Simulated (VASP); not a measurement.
## Sc: density of states with PBEsol

Crystal: Sc.

```
Sc
1.0
     2.71247    0.00000    0.00000
    -1.35623    2.34907    0.00000
     0.00000    0.00000    4.31930
Sc
2
Direct
  0.33333 0.66667 0.25000
  0.66667 0.33333 0.75000
```

This cell differs from its parent crystal: volume scaled by 0.58.

```yaml
Program: VASP 6.6.1
Task: density of states
Functional: PBEsol
Potentials_or_basis: VASP PAW PBE potentials, release 64 (Sc_sv)
Cutoff: 520 eV
k_mesh: 15 × 15 × 8
Occupations: fermi-dirac, width 0.1 eV
Spin: no spin polarisation
Dipole_correction: no
k_mesh_for_the_DOS: 23 × 23 × 12
Occupations_for_the_DOS: tetrahedron
Further_INCAR_settings: ALGO = Normal; EDIFF = 1e-07; NBANDS = 18
```

The valence electrons inside the program's atomic spheres are Sc 10.32.

Levels at points of the mesh, in eV from the Fermi level:
```tsv
k point	band 8	band 9	band 10	band 11	band 12	band 13	band 14	band 15
(0.00, 0.00, 0.00)	-25.66	-5.40	-2.68	2.07	2.07	2.35	2.98	2.98
(0.00, 0.00, 0.50)	-25.89	-3.19	-3.19	1.25	1.25	1.97	1.97	1.97
```

It took 62 s on 1 thread of Intel(R) Xeon(R) 6975P-C (Granite Rapids), with other jobs on the host, peak memory 0.27 GiB.
